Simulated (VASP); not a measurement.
# HfNiS4 (P-6m2) in VASP: single point with PBE

Aim: the single point of HfNiS4 with PBE.

All numbers are computed with VASP 6.6.1; they aren't measurements. Logs are shortened: lines on timing, memory, paths and dates and some standing lists are left out, and cuts for length are marked.

## Step 1: The cell of the first run

It takes space group P-6m2 (No. 187, hexagonal). The conventional cell has a = 5.767 Å, b = 5.767 Å, c = 4.219 Å, α = 90.00°, β = 90.00°, γ = 120.00°. Hf (site symmetry -6m2) has 15 S at 3.33 to 3.57 Å and 3 Ni at 3.33 Å and 2 Hf at 4.22 Å within 4.4 Å. Ni (site symmetry -6m2) has 9 S at 2.69 to 3.33 Å and 3 Hf at 3.33 Å within 3.5 Å. Within 3.5 Å of S (site symmetry -6m2) lie 6 S at 2.69 Å and 3 Hf at 3.33 Å and 3 Ni at 3.33 Å. Within 3.6 Å of S (site symmetry mm2) lie 2 Ni at 2.69 Å and 6 S at 2.69 to 2.89 Å and 4 Hf at 3.57 Å.

The cell was generated, and may not be a known phase.

## Step 2: Single point, PBE, collinear spin, ferromagnetic start

Contents of INCAR:

```
SYSTEM = HfNiS4
PREC = Accurate
ENCUT = 520
EDIFF = 1E-7
ISMEAR = 0
SIGMA = 0.1
LREAL = .FALSE.
LASPH = .TRUE.
NELM = 150
ALGO = Normal
ISIF = 2
LWAVE = .FALSE.
LCHARG = .TRUE.
ISPIN = 2
MAGMOM = 0 2 0 0 0 0
LORBIT = 11
LMAXMIX = 4
GGA = PE
LELF = .TRUE.
LVHAR = .TRUE.
NBANDS = 35
```

Contents of KPOINTS:

```
Automatic mesh
0
G
  3 3 4
  0 0 0
```

Contents of POSCAR:

```
HfNiS4
1.0
    5.7674924300      0.0000000000      0.0000000000
   -2.8837462100      4.9947949600      0.0000000000
    0.0000000000      0.0000000000      4.2185555300
Hf Ni S
1 1 4
Direct
    0.3333333300      0.6666666700      0.0000000000
    0.6666666700      0.3333333300      0.0000000000
    0.0000000000      0.0000000000      0.0000000000
    0.3334793300      0.1667396700      0.5000000000
    0.8332603300      0.1667396700      0.5000000000
    0.8332603300      0.6665206700      0.5000000000
```

Potentials or basis: VASP PAW PBE potentials, release 64 (Hf_pv, Ni, S).

Command:

```console
$ cat potpaw_PBE.64/Hf_pv/POTCAR potpaw_PBE.64/Ni/POTCAR potpaw_PBE.64/S/POTCAR > POTCAR
$ mpirun -np 1 vasp_std > vasp.out
```

OUTCAR:

```text
SYSTEM = HfNiS4
   PREC = Accurate
   ENCUT = 520
   EDIFF = 1E-7
   ISMEAR = 0
   LREAL = .FALSE.
   LASPH = .TRUE.
   NELM = 150
   ISIF = 2
   ISPIN = 2
   LORBIT = 11
   GGA = PE

 ion  position               nearest neighbor table
   1  0.333  0.667  0.000-   3 3.33   2 3.33   2 3.33   3 3.33   3 3.33   2 3.33
   2  0.667  0.333  0.000-   5 2.69   5 2.69   6 2.69   6 2.69   4 2.69   4 2.69   1 3.33   1 3.33
                             1 3.33
   3  0.000  0.000  0.000-   6 2.69   6 2.69   4 2.69   4 2.69   5 2.69   5 2.69   1 3.33   1 3.33
                             1 3.33
   4  0.333  0.167  0.500-   2 2.69   2 2.69   3 2.69   3 2.69
   5  0.833  0.167  0.500-   2 2.69   2 2.69   3 2.69   3 2.69
   6  0.833  0.667  0.500-   2 2.69   2 2.69   3 2.69   3 2.69

  LATTYP: Found a hexagonal cell.
 ALAT       =     5.7674924300
 C/A-ratio  =     0.7314366826

  Lattice vectors:

 A1 = (   5.7674924300,   0.0000000000,   0.0000000000)
 A2 = (  -2.8837462100,   4.9947949600,   0.0000000000)
 A3 = (   0.0000000000,   0.0000000000,   4.2185555300)

Analysis of symmetry for initial positions (statically):
=====================================================================
 Subroutine PRICEL returns:
 Original cell was already a primitive cell.

 Routine SETGRP: Setting up the symmetry group for a
 hexagonal supercell.

 Subroutine GETGRP returns: Found 12 space group operations
 (whereof 12 operations were pure point group operations)
 out of a pool of 24 trial point group operations.

The static configuration has the point symmetry D_3h.

Analysis of symmetry for dynamics (positions and initial velocities):
=====================================================================
 Subroutine PRICEL returns:
 Original cell was already a primitive cell.

 Routine SETGRP: Setting up the symmetry group for a
 hexagonal supercell.

 Subroutine GETGRP returns: Found 12 space group operations
 (whereof 12 operations were pure point group operations)
 out of a pool of 24 trial point group operations.

The dynamic configuration has the point symmetry D_3h.

Analysis of structural, dynamic, and magnetic symmetry:
=====================================================================
 Subroutine PRICEL returns:
 Original cell was already a primitive cell.

 Routine SETGRP: Setting up the symmetry group for a
 hexagonal supercell.

 Subroutine GETGRP returns: Found 12 space group operations
 (whereof 12 operations were pure point group operations)
 out of a pool of 24 trial point group operations.

The overall configuration has the point symmetry D_3h.

 Subroutine INISYM returns: Found 12 space group operations
 (whereof 12 operations are pure point group operations),
 and found     1 'primitive' translations

----------------------------------------------------------------------------------------

                                     Primitive cell

  volume of cell :     121.5258

  direct lattice vectors                    reciprocal lattice vectors
     5.767492430  0.000000000  0.000000000     0.173385577  0.100104209  0.000000000
    -2.883746210  4.994794960  0.000000000     0.000000000  0.200208419  0.000000000
     0.000000000  0.000000000  4.218555530     0.000000000  0.000000000  0.237047964

  length of vectors
     5.767492430  5.767492427  4.218555530     0.200208418  0.200208419  0.237047964

  position of ions in fractional coordinates (direct lattice)
     0.333333330  0.666666670  0.000000000
     0.666666670  0.333333330  0.000000000
     0.000000000  0.000000000  0.000000000
     0.333479330  0.166739670  0.500000000
     0.833260330  0.166739670  0.500000000
     0.833260330  0.666520670  0.500000000

  ion indices of the primitive-cell ions
   primitive index   ion index
                 1           1
                 2           2
                 3           3
                 4           4
                 5           5
                 6           6
[... 31 lines left out ...]
  0.333333  0.333333  0.000000      2.000000
  0.000000  0.000000  0.250000      2.000000
  0.333333  0.000000  0.250000     12.000000
  0.333333  0.333333  0.250000      4.000000
  0.000000  0.000000  0.500000      1.000000
  0.333333  0.000000  0.500000      6.000000
  0.333333  0.333333  0.500000      2.000000
   k-points           NKPTS =      9   k-points in BZ     NKDIM =      9   number of bands    NBANDS=     35
   number of dos      NEDOS =    301   number of ions     NIONS =      6
   total plane-waves  NPLWV =  73728
   dimension x,y,z NGX =    48 NGY =   48 NGZ =   32
   dimension x,y,z NGXF=    96 NGYF=   96 NGZF=   64
   ions per type =               1   1   4
   NGX,Y,Z   is equivalent  to a cutoff of  13.84, 13.84, 12.61 a.u.
   NGXF,Y,Z  is equivalent  to a cutoff of  27.67, 27.67, 25.22 a.u.
 SYSTEM =  HfNiS4
   PREC   = accura    normal or accurate (medium, high low for compatibility)
   ISTART =      0    job   : 0-new  1-cont  2-samecut
   ICHARG =      2    charge: 1-file 2-atom 10-const
   ISPIN  =      2    spin polarized calculation?
   LNONCOLLINEAR =      F non collinear calculations
   LSORBIT =      F    spin-orbit coupling
   LASPH  =      T    aspherical Exc in radial PAW
   ENCUT  =  520.0 eV  38.22 Ry    6.18 a.u.  10.72 10.72  7.84*2*pi/ulx,y,z
   NELM   =    150;   NELMIN=  2; NELMDL= -5     # of ELM steps
   EDIFF  = 0.1E-06   stopping-criterion for ELM
   LREAL  =      F    real-space projection
   EDIFFG = 0.1E-05   stopping-criterion for IOM
   NSW    =      0    number of steps for IOM
   IBRION =     -1    ionic relax: 0-MD 1-quasi-New 2-CG
   NFREE  =      0    steps in history (QN), initial steepest desc. (CG)
   ISIF   =      2    stress and relaxation
   ISYM   =      2    0-nonsym 1-usesym 2-fastsym
   POTIM  = 0.5000    time-step for ionic-motion
   TEBEG  =    0.0;   TEEND  =   0.0 temperature during run
   PSTRESS=    0.0 pullay stress
   NELECT =      44.0000    total number of electrons
   NUPDOWN=      -1.0000    fix difference up-down
   EMIN   =  10.00;   EMAX   =-10.00  energy-range for DOS
   EFERMI =   0.00;   METHOD = LEGACY
   ISMEAR =     0;   SIGMA  =   0.10  broadening in eV -4-tet -1-fermi 0-gaus
   EFERMI_NEDOS =   21; number of points for ismear=-14 and -15
   IALGO  =     38    algorithm
   IMIX   =      4    mixing-type and parameters
     AMIX     =   0.40;   BMIX     =  1.00
     AMIX_MAG =   1.60;   BMIX_MAG =  1.00
  volume/ion in A,a.u.               =      20.25       136.68
  Fermi-wavevector in a.u.,A,eV,Ry     =   1.166817  2.204965 18.523827  1.361463
  Thomas-Fermi vector in A             =   2.303326
   LORBIT       =     11    0 simple, 1 ext, 2 COOP (PROOUT), +10 PAW based schemes
   GGA     = PE    functional components
   LHFCALC =     F    Hartree Fock is set to
   AEXX    =    0.0000 exact exchange contribution
   IVDW    =     0    specifies the selected vdW correction
   LEPSILON=     F    determine dielectric tensor
   LRPA    =     F    only Hartree local field effects (RPA)
 spin polarized calculation
 Gauss-broadening in eV      SIGMA  =   0.10
  energy-cutoff  :      520.00
  volume of cell :      121.53
 maximum number of plane-waves:      3304
 NGX is ok and might be reduce to    48
   NGX = 21   NGY = 21   NGZ = 15

 number of electron      43.9999994 magnetization       0.3757661

 number of electron      43.9999994 magnetization      -0.4901300

 Free energy of the ion-electron system (eV)
  ---------------------------------------------------
  ext. energy  EPLUGINS =         0.00000000
  ---------------------------------------------------
  free energy    TOTEN  =       -26.82301452 eV

  energy without entropy =      -26.79469701  energy(sigma->0) =      -26.80885576

 E-fermi :   5.4072     XC(G=0): -10.2681

 val. band max:        5.1962739282   @ k =   0.0000   0.0000   0.2500
 cond. band min:       5.4576962170   @ k =   0.3333   0.0000   0.2500
 fundamental gap:      0.2614222888
 Fermi energy:         5.4072186422

 spin component 1

 k-point     1 :       0.0000    0.0000    0.0000
  band No.  band energies     occupation
      1     -27.7657      1.00000
      2     -27.7657      1.00000
      3     -27.6864      1.00000
      4     -10.0715      1.00000
      5      -6.7899      1.00000
      6      -6.7899      1.00000
[... 322 lines left out ...]
     33      10.0048      0.00000
     34      12.6625      0.00000
 Fermi energy:         5.4072186422

 spin component 2

 k-point     1 :       0.0000    0.0000    0.0000
  band No.  band energies     occupation
      1     -27.9525      1.00000
      2     -27.8862      1.00000
      3     -27.8862      1.00000
      4     -10.0739      1.00000
      5      -6.7937      1.00000
      6      -6.7937      1.00000
[... 322 lines left out ...]
     33       9.8445      0.00000
     34      12.5908      0.00000
 [bands above 34 left out]

------------------------ aborting loop because EDIFF is reached ----------------------------------------

  FORCE on cell =-STRESS in cart. coord.  units (eV):
  Direction    XX          YY          ZZ          XY          YZ          ZX
  --------------------------------------------------------------------------------------
  -------------------------------------------------------------------------------------
  Total       -9.2288308     -9.2288308    -13.0417878     -0.0000000      0.0000000      0.0000000
  in kB     -121.6714823   -121.6714823   -171.9409188     -0.0000001      0.0000000      0.0000000
  external PRESSURE =    -138.4279611 kB  Pullay stress =       0.0000000 kB

 VOLUME and BASIS-vectors are now :
 -----------------------------------------------------------------------------
  energy-cutoff  :      520.00
  volume of cell :      121.53
      direct lattice vectors                 reciprocal lattice vectors
     5.767492430  0.000000000  0.000000000     0.173385577  0.100104209  0.000000000
    -2.883746210  4.994794960  0.000000000     0.000000000  0.200208419  0.000000000
     0.000000000  0.000000000  4.218555530     0.000000000  0.000000000  0.237047964

 POSITION                                       TOTAL-FORCE (eV/Angst)
 -----------------------------------------------------------------------------------
     -0.00000      3.32986      0.00000         0.000000      0.000000      0.000000
      2.88375      1.66493      0.00000         0.000000      0.000000      0.000000
      0.00000      0.00000      0.00000         0.000000      0.000000      0.000000
      1.44250      0.83283      2.10928         0.970004      0.560032     -0.000000
      4.32499      0.83283      2.10928        -0.970004      0.560032     -0.000000
      2.88375      3.32913      2.10928        -0.000000     -1.120064      0.000000
 -----------------------------------------------------------------------------------
    total drift:                                0.000051     -0.000030     -0.000000

  FREE ENERGIE OF THE ION-ELECTRON SYSTEM (eV)
  ---------------------------------------------------
  free  energy   TOTEN  =       -26.8230145174 eV

  energy  without entropy=      -26.7946970093  energy(sigma->0) =      -26.80885576

 total charge

# of ion       s       p       d       tot
------------------------------------------
    1        0.299   6.061   1.143   7.504
    2        0.317   0.244   8.330   8.890
    3        1.425   2.087   0.000   3.512
    4        1.424   2.072   0.000   3.496
    5        1.424   2.072   0.000   3.496
    6        1.424   2.072   0.000   3.496
--------------------------------------------------
tot          6.312  14.609   9.473  30.394

 magnetization (x)

# of ion       s       p       d       tot
------------------------------------------
    1       -0.036  -0.010  -0.242  -0.289
    2       -0.000  -0.000  -0.006  -0.007
    3        0.000   0.009   0.000   0.010
    4       -0.001  -0.002   0.000  -0.003
    5       -0.001  -0.002   0.000  -0.003
    6       -0.001  -0.002   0.000  -0.003
--------------------------------------------------
tot         -0.038  -0.007  -0.249  -0.294
```

It took 2.2 min on 1 thread of Intel Xeon Platinum 8488C (Sapphire Rapids), shared host; peak memory 0.35 GiB.

Results:

```
Free energy                                           : -26.8230 eV
Pressure                                              : -13.8 GPa
Largest force                                         : 1.120 eV/Å
Net moment                                            : -0.49 μB per cell
Site moments                                          : Hf -0.29; Ni -0.01; S +0.01, -0.00 (each value once) μB
Valence electrons inside the program's atomic spheres : Hf 7.50; Ni 8.89; S 3.51, 3.50 (each value once)
```

Forces in eV/Å, atoms in the order of the input:
```
Hf   0.000  0.000  0.000
Ni   0.000  0.000  0.000
S    0.000  0.000  0.000
S    0.970  0.560  0.000
S   -0.970  0.560  0.000
S    0.000 -1.120  0.000
```

Levels at points of the mesh, in eV from the Fermi level:
Spin up:
| k point | band 18 | band 19 | band 20 | band 21 | band 22 | band 23 | band 24 | band 25 | band 26 | band 27 |
| --- | --- | --- | --- | --- | --- | --- | --- | --- | --- | --- |
| (0.00, 0.00, 0.00) | -1.29 | -0.97 | -0.45 | -0.45 | -0.41 | 0.17 | 0.26 | 0.66 | 0.66 | 0.75 |
| (0.00, 0.00, 0.50) | -1.23 | -0.38 | -0.38 | 0.20 | 0.27 | 0.81 | 0.81 | 1.19 | 1.30 | 1.30 |
Spin down:
| k point | band 19 | band 20 | band 21 | band 22 | band 23 | band 24 | band 25 | band 26 |
| --- | --- | --- | --- | --- | --- | --- | --- | --- |
| (0.00, 0.00, 0.00) | -1.29 | -0.48 | -0.48 | -0.41 | 0.13 | 0.16 | 0.52 | 0.52 |
| (0.00, 0.00, 0.50) | -0.38 | -0.38 | 0.14 | 0.26 | 0.71 | 0.71 | 0.92 | 1.20 |

Caveat: the k points lie up to 0.42 Å⁻¹ apart; spin-orbit coupling is left out, which moves the levels of the heavy elements; a cell with one magnetic atom can't hold antiferromagnetic order, which such compounds often take; forces of over 1 eV/Å act on the atoms, so gaps and moduli don't describe the material at rest.
